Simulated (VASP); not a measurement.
Set up this calculation in VASP 6.6.1, as the native input.

| Quantity | Value |
| --- | --- |
| Task | electric field gradients |
| Functional | PBEsol |
| Potentials or basis | VASP PAW PBE potentials, release 64 (Os) |
| Cutoff | 520 eV |
| k mesh | 14 × 14 × 14 |
| Occupations | fermi-dirac, width 0.03 eV |
| Spin | no spin polarisation |
| Dipole correction | no |
| Further INCAR settings | ALGO = Normal; EDIFF = 1e-08; NBANDS = 10 |

The structure of Os lies in POSCAR:

```
Os
1.0
    0.0000000000      1.9187129938      1.9187129938
    1.9187129938      0.0000000000      1.9187129938
    1.9187129938      1.9187129938      0.0000000000
Os
1
Direct
    0.0000000000      0.0000000000      0.0000000000
```

This isn't the form of Os at room conditions, which is hcp.

The input as run:

INCAR

```
ALGO = Normal ; EDIFF = 1E-8
ENCUT = 520 ; GGA = PS
ISIF = 2 ; ISMEAR = -1
LASPH = True ; LCHARG = False
LEFG = True ; LREAL = False
LWAVE = False ; NBANDS = 10
NELM = 100 ; PREC = Accurate
SIGMA = 0.03
```

KPOINTS

```
k-points
0
Gamma
  14 14 14
```

Potentials or basis: VASP PAW PBE potentials, release 64 (Os).

The run is started by

```sh
$ cat potpaw_PBE.64/Os/POTCAR > POTCAR
$ mpirun -np 1 vasp_std > vasp.out
```

It gave:

```yaml
Pressure: -4.8 GPa
Band_gap_on_the_k_mesh: zero (bands 4 and 5 overlap by 3.73 eV)
Largest_electric_field_gradient_by_atom: zero within the noise of the run
```

Caveat: the cell stands under tension; the PAW data sets were made with another functional, which shifts forces and pressure a little; spin-orbit coupling is left out, which moves the levels of the heavy elements.

Run time: 24 s on 1 thread of Intel Xeon 8259CL, on a shared host, peak memory 0.14 GiB.
